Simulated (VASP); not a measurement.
# Rh (Fm-3m) in VASP: notebook, part 2 of 2

VASP 6.6.1.

## (3) Single point, LDA

File INCAR:

```
PREC = Accurate ; ENCUT = 520
EDIFF = 1E-6 ; ISMEAR = 1
SIGMA = 0.6 ; LREAL = False
LASPH = True ; NELM = 80
ALGO = Normal ; ISIF = 2
LWAVE = False ; LCHARG = True
GGA = CA ; LELF = True
LVHAR = True ; NBANDS = 14
```

File KPOINTS:

```
regular mesh
0
Gamma
  14 14 14
```

File POSCAR:

```
Rh
1.0
    0.0000000000      1.8776226225      1.8776226225
    1.8776226225      0.0000000000      1.8776226225
    1.8776226225      1.8776226225      0.0000000000
Rh
1
Direct
    0.0000000000      0.0000000000      0.0000000000
```

Potentials or basis: VASP PAW LDA potentials, release 64 (Rh_pv).

Started as:

```bash
cat potpaw_LDA.64/Rh_pv/POTCAR > POTCAR
mpirun -np 1 vasp_std > vasp.out
```

OUTCAR:

```text
PREC = Accurate
   ENCUT = 520
   EDIFF = 1E-6
   ISMEAR = 1
   LREAL = False
   LASPH = True
   NELM = 80
   ISIF = 2
   GGA = CA

 ion  position               nearest neighbor table
   1  0.000  0.000  0.000-

  LATTYP: Found a face centered cubic cell.
 ALAT       =     3.7552452450

  Lattice vectors:

 A1 = (   0.0000000000,   1.8776226225,   1.8776226225)
 A2 = (   1.8776226225,   0.0000000000,   1.8776226225)
 A3 = (   1.8776226225,   1.8776226225,   0.0000000000)

Analysis of symmetry for initial positions (statically):
=====================================================================
 Subroutine PRICEL returns:
 Original cell was already a primitive cell.

 Routine SETGRP: Setting up the symmetry group for a
 face centered cubic supercell.

 Subroutine GETGRP returns: Found 48 space group operations
[... 9 lines left out ...]

 Routine SETGRP: Setting up the symmetry group for a
 face centered cubic supercell.

 Subroutine GETGRP returns: Found 48 space group operations
[... 11 lines left out ...]
                                     Primitive cell

  volume of cell :      13.2390

  direct lattice vectors                    reciprocal lattice vectors
     0.000000000  1.877622622  1.877622622    -0.266294192  0.266294192  0.266294192
     1.877622622  0.000000000  1.877622622     0.266294192 -0.266294192  0.266294192
     1.877622622  1.877622622  0.000000000     0.266294192  0.266294192 -0.266294192

  length of vectors
     2.655359378  2.655359378  2.655359378     0.461235071  0.461235071  0.461235071

  position of ions in fractional coordinates (direct lattice)
     0.000000000  0.000000000  0.000000000

  ion indices of the primitive-cell ions
   primitive index   ion index
                 1           1

----------------------------------------------------------------------------------------

 KPOINTS: regular mesh

Automatic generation of k-mesh.
 Grid dimensions read from file:
 generate k-points for:   14   14   14

 Generating k-lattice:
[... 82 lines left out ...]
     AMIX_MAG =   1.60;   BMIX_MAG =  1.00
  volume/ion in A,a.u.               =      13.24        89.34
  Fermi-wavevector in a.u.,A,eV,Ry     =   1.706686  3.225169 39.630735  2.912777
  Thomas-Fermi vector in A             =   2.785677
   LORBIT       =      0    0 simple, 1 ext, 2 COOP (PROOUT), +10 PAW based schemes
   GGA     = CA    functional components
   LHFCALC =     F    Hartree Fock is set to
   AEXX    =    0.0000 exact exchange contribution
   IVDW    =     0    specifies the selected vdW correction
   LEPSILON=     F    determine dielectric tensor
   LRPA    =     F    only Hartree local field effects (RPA)
 non-spin polarized calculation
 Methfessel and Paxton  Order N= 1 SIGMA  =   0.60
  energy-cutoff  :      520.00
  volume of cell :       13.24
 maximum number of plane-waves:       368
   NGX =  9   NGY =  9   NGZ =  9

 number of electron      15.0000002 magnetization

 Free energy of the ion-electron system (eV)
  ---------------------------------------------------
  ext. energy  EPLUGINS =         0.00000000
  ---------------------------------------------------
  free energy    TOTEN  =        -8.67834466 eV

  energy without entropy =       -8.67519470  energy(sigma->0) =       -8.67729467

 E-fermi :  12.4190     XC(G=0): -14.5932

 val. band max:       12.4007394793   @ k =   0.3571   0.0714   0.0000
 cond. band min:      12.4228139431   @ k =   0.4286   0.2857   0.0714
 fundamental gap:      0.0220744637
 Fermi energy:        12.4189922830

 k-point     1 :       0.0000    0.0000    0.0000
  band No.  band energies     occupation
      1     -33.8024      2.00000
      2     -33.8024      2.00000
      3     -33.8024      2.00000
      4       4.1128      2.00000
      5       9.1291      2.00000
      6       9.1291      2.00000
      7       9.1291      2.00000
      8      11.3855      2.03516
      9      11.3855      2.03516
     10      28.3332      0.00000
     11      32.6755      0.00000
     12      33.9573      0.00000
     13      33.9573      0.00000
     14      33.9573      0.00000
[... 377 lines left out ...]
      1     -34.2295      2.00000
      2     -33.9202      2.00000
      3     -33.9110      2.00000
      4       6.4252      2.00000
      5       8.0617      2.00000
      6       9.5039      2.00000
      7      10.0998      2.00000
      8      11.4401      2.04323
      9      12.1561      1.66853
     10      28.6561      0.00000
     11      31.0233      0.00000
     12      32.6751      0.00000
     13      33.4536      0.00000
     14      34.6347      0.00000

 [... further k-points ...]
[... 5 lines left out ...]
  --------------------------------------------------------------------------------------
  -------------------------------------------------------------------------------------
  Total        0.0531286      0.0531286      0.0531286      0.0000000      0.0000000     -0.0000000
  in kB        6.4295998      6.4295998      6.4295998      0.0000000      0.0000000     -0.0000000
  external PRESSURE =       6.4295998 kB  Pullay stress =       0.0000000 kB

 VOLUME and BASIS-vectors are now :
 -----------------------------------------------------------------------------
  energy-cutoff  :      520.00
  volume of cell :       13.24
      direct lattice vectors                 reciprocal lattice vectors
     0.000000000  1.877622622  1.877622622    -0.266294192  0.266294192  0.266294192
     1.877622622  0.000000000  1.877622622     0.266294192 -0.266294192  0.266294192
     1.877622622  1.877622622  0.000000000     0.266294192  0.266294192 -0.266294192

 POSITION                                       TOTAL-FORCE (eV/Angst)
 -----------------------------------------------------------------------------------
      0.00000      0.00000      0.00000         0.000000      0.000000      0.000000
 -----------------------------------------------------------------------------------
    total drift:                                0.000000     -0.000000      0.000000

  FREE ENERGIE OF THE ION-ELECTRON SYSTEM (eV)
  ---------------------------------------------------
  free  energy   TOTEN  =        -8.6783446591 eV

  energy  without entropy=       -8.6751947015  energy(sigma->0) =       -8.67729467
```

OSZICAR:

```text
N       E                     dE             d eps       ncg     rms          rms(c)
DAV:   1     0.120377309334E+03    0.12038E+03   -0.87726E+03  2930   0.115E+03
DAV:   2    -0.759909514839E+01   -0.12798E+03   -0.12252E+03  3242   0.344E+02
DAV:   3    -0.923866823549E+01   -0.16396E+01   -0.16374E+01  3506   0.427E+01
DAV:   4    -0.924451476948E+01   -0.58465E-02   -0.58464E-02  3272   0.261E+00
DAV:   5    -0.924456459706E+01   -0.49828E-04   -0.49828E-04  3422   0.211E-01    0.117E+01
DAV:   6    -0.870620878043E+01    0.53836E+00   -0.86169E-01  3080   0.130E+01    0.401E+00
DAV:   7    -0.868368665509E+01    0.22522E-01   -0.17129E-02  3254   0.160E+00    0.186E+00
DAV:   8    -0.867852350702E+01    0.51631E-02   -0.48902E-03  3122   0.985E-01    0.223E-01
DAV:   9    -0.867833833085E+01    0.18518E-03   -0.19696E-04  3074   0.200E-01    0.482E-02
DAV:  10    -0.867834475488E+01   -0.64240E-05   -0.32714E-06  3236   0.211E-02    0.378E-03
DAV:  11    -0.867834465915E+01    0.95731E-07   -0.27484E-07  1564   0.732E-03
   1 F= -.86783447E+01 E0= -.86772947E+01  d E =-.314996E-02
```

Run time: 8.9 s. Hardware: 1 thread of Intel Xeon Platinum 8488C (Sapphire Rapids), shared host; peak memory 0.13 GiB.

What came out:

| Item | Value |
| --- | --- |
| Free energy | -8.6783 eV |
| Pressure | 0.6 GPa |

## (4) Single point, LDA

File INCAR:

```
  ALGO = Normal
  EDIFF = 1E-6
  ENCUT = 520
  ISIF = 2
  ISMEAR = 1
  LASPH = True
  LCHARG = False
  LREAL = False
  LWAVE = False
  NBANDS = 14
  NELM = 60
  PREC = Accurate
  SIGMA = 1.0
```

File KPOINTS:

```
k-points
0
Gamma
  14 14 14
```

POSCAR is that of step 3.

Started as:

```bash
cat potpaw_LDA.64/Rh_pv/POTCAR > POTCAR
mpirun -np 1 vasp_std > vasp.out
```

Run time: 8.6 s. Hardware: 1 thread of Intel Xeon Platinum 8488C (Sapphire Rapids), shared host; peak memory 0.13 GiB.

It converged, with:

```
Free energy : -8.6897 eV
Pressure    : 1.5 GPa
```

Levels at points of the mesh, in eV from the Fermi level:
| k point | band 3 | band 4 | band 5 | band 6 | band 7 | band 8 | band 9 | band 10 | band 11 | band 12 |
| --- | --- | --- | --- | --- | --- | --- | --- | --- | --- | --- |
| (0.00, 0.00, 0.00) | -46.16 | -8.25 | -3.23 | -3.23 | -3.23 | -0.98 | -0.98 | 15.97 | 20.32 | 21.59 |
| (0.50, 0.00, 0.00) | -46.28 | -6.43 | -3.31 | -3.31 | 0.69 | 0.69 | 0.71 | 9.05 | 15.50 | 20.32 |
| (0.50, 0.50, 0.00) | -46.47 | -6.65 | -6.27 | 0.67 | 1.13 | 1.13 | 3.31 | 12.80 | 13.49 | 13.49 |

## (5) Overview

```tsv
smearing	gap on the mesh (eV)	pressure (GPa)
methfessel-paxton 0.3 eV	none	0.4
methfessel-paxton 0.6 eV	none	0.6
methfessel-paxton 1 eV	none	1.5
```

Alike in all rows: task single point; level LDA; potentials or basis VASP PAW LDA potentials, release 64 (Rh_pv); no spin polarisation; cell as given; k mesh 14 × 14 × 14; cutoff (eV) 520.

Every run on the cell as given and a fine mesh finds a metal.

Absolute energies hang on the potentials; compare differences alone.
